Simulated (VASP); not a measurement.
Wanted: the native input for a VASP 6.6.1 run.

| Quantity | Value |
| --- | --- |
| Task | single point |
| Functional | PBE |
| Potentials or basis | VASP PAW PBE potentials, release 64 (Te, Mo_sv) |
| Cutoff | 520 eV |
| k mesh | 4 × 8 × 2 |
| Occupations | fermi-dirac, width 0.05 eV |
| Spin | no spin polarisation |
| Dipole correction | no |
| Further INCAR settings | ALGO = Normal; EDIFF = 1e-06; NBANDS = 64 |

The structure of Te2Mo lies in POSCAR:

```
Te2Mo
1.0
    6.2875154984      0.0000000000      0.0000000000
    0.0000000000      3.4457174193      0.0000000000
   -0.9404401904      0.0000000000     13.7348181532
Te Mo
8 4
Direct
    0.9437000000      0.7500000000      0.6045000000
    0.0563000000      0.2500000000      0.3955000000
    0.9030000000      0.2500000000      0.8514000000
    0.0970000000      0.7500000000      0.1486000000
    0.4112000000      0.7500000000      0.8955000000
    0.5888000000      0.2500000000      0.1045000000
    0.4432000000      0.2500000000      0.6484000000
    0.5568000000      0.7500000000      0.3516000000
    0.8167000000      0.7500000000      0.9926000000
    0.1833000000      0.2500000000      0.0074000000
    0.6819000000      0.2500000000      0.4934000000
    0.3181000000      0.7500000000      0.5066000000
```

The input as run:

INCAR

```
SYSTEM = Te2Mo
PREC     = Accurate       ! precision mode
ENCUT    = 520            ! plane-wave cutoff, eV
EDIFF    = 1E-6           ! SCF threshold, eV
ISMEAR   = -1             ! smearing method
SIGMA    = 0.05           ! smearing width, eV
LREAL    = .FALSE.        ! projectors in reciprocal space
LASPH    = .TRUE.         ! aspherical terms in the spheres
NELM     = 80             ! most SCF steps
ALGO     = Normal         ! electronic algorithm
ISIF     = 2              ! what is computed and relaxed
LWAVE    = .FALSE.        ! write WAVECAR
LCHARG   = .FALSE.        ! write CHGCAR
GGA      = PE             ! functional
NBANDS   = 64             ! bands
```

KPOINTS

```
regular mesh
0
G
  4 8 2
  0 0 0
```

Potentials or basis: VASP PAW PBE potentials, release 64 (Te, Mo_sv).

Run with:

```bash
$ cat potpaw_PBE.64/Te/POTCAR potpaw_PBE.64/Mo_sv/POTCAR > POTCAR
$ mpirun -np 1 vasp_std > vasp.out
```

It gave:

The pressure is 4.7 GPa. The largest force is 0.476 eV/Å. The band gap on the k mesh is zero (bands 52 and 53 overlap by 0.23 eV).

Caveat: the cell stands under pressure; spin-orbit coupling is left out, which moves the levels of the heavy elements.

Wall time 7.4 min on 1 thread of Intel(R) Xeon(R) 6975P-C (Granite Rapids), on a shared host, peak memory 0.64 GiB.
